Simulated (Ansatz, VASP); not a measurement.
One calculation of As, two programs

INCAR

```
PREC = Accurate
ENCUT = 520
EDIFF = 1E-7
ISMEAR = 0
SIGMA = 0.02
LREAL = False
LASPH = True
NELM = 100
ALGO = Normal
ISIF = 2
LWAVE = False
LCHARG = False
LDIPOL = True
IDIPOL = 3
DIPOL = 0.5 0.5 0.500
GGA = PE
IVDW = 12
NBANDS = 12
```

KPOINTS

```
regular mesh
0
Gamma
  9 9 1
```

File POSCAR:

```
As
1.0
    3.5780000000      0.0000000000      0.0000000000
   -1.7890000000      3.0986388948      0.0000000000
    0.0000000000      0.0000000000     28.5742413766
As
2
Direct
    0.3333333333      0.6666666667      0.4685555956
    0.6666666667      0.3333333333      0.5314444044
```

Input for Ansatz:

```yaml
crystal:
  lattice:
    - [3.578, 0.0, 0.0]
    - [-1.789, 3.0986388948, 0.0]
    - [0.0, 0.0, 28.5742413766]
  atoms:
    - { symbol: As, position: [0.3333333333, 0.6666666667, 0.4685555956] }
    - { symbol: As, position: [0.6666666667, 0.3333333333, 0.5314444044] }
  periodic: [true, true, false]
basis:
  ecutwfc: 420
kpoints:
  mp_grid: { grid: [9, 9, 1] }
hamiltonian:
  xc: pbe
  dispersion: d3bj
scf:
  occupations: { method: gaussian, width: 0.02 }
output:
  forces: true
  stress: true
  eigenvalues: true
```

Alike in both runs: task single point; functional PBE; dispersion D3(BJ); k mesh 9 × 9 × 1; occupations gaussian, width 0.02 eV; no spin polarisation.

```csv
,VASP,Ansatz
version,VASP 6.6.1,Ansatz 0.2.0
potentials or method,"VASP PAW PBE potentials, release 64 (As), cutoff 520 eV","scalar-relativistic, plane waves, PAW"
valence electrons in the cell,10,30
```

|  | VASP | Ansatz | Ansatz less VASP |
| --- | --- | --- | --- |
| gap on the k mesh at the Fermi level (eV) | none | none | - |
| rms of the force components (eV/Å) | 2.003 | 2.012 | +0.0084 |

Atom by atom the forces differ by 0.008 eV/Å (rms over components). A gap of «none» marks a metal or a gap that the smearing closes. VASP's potentials hold 10 valence electrons a cell and Ansatz's 30, so a difference there can come from the potentials and not from the codes.
